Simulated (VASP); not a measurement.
Runs of VASP 6.6.1 on KCaCl3. The structure is that of space group P4/mmm (No. 123), or close to it. The cells are those of the table. 

```tsv
cell	gap on the mesh (eV)	pressure (GPa)
a = 5.546, b = 5.546, c = 5.102 Å, 5 atoms	4.32	-2.2
a = 5.225, b = 5.225, c = 5.747 Å, 5 atoms	(b)	-2.2
a = 6.226, b = 6.226, c = 4.047 Å, 5 atoms	2.66	(c)
a = 5.307, b = 5.307, c = 5.572 Å, 5 atoms	4.30	-2.5
a = 4.712, b = 4.712, c = 7.068 Å, 5 atoms	3.41	(a)
```

Alike in all rows: task single point; level LDA; potentials or basis VASP PAW LDA potentials, release 64 (K_sv, Ca_sv, Cl); no spin polarisation; k mesh 6 × 6 × 6; cutoff (eV) 520; smearing gaussian 0.05 eV.

**Question.** Estimate the missing entries.

**Answer.** (a) 4.9; (b) 4.23; (c) 10.2.

Caveats: the stress differs along the axes, from -6 to 43 GPa (at least some runs); the stress differs along the axes, from -4 to 9 GPa (at least some runs).

A k mesh can miss the band edges.
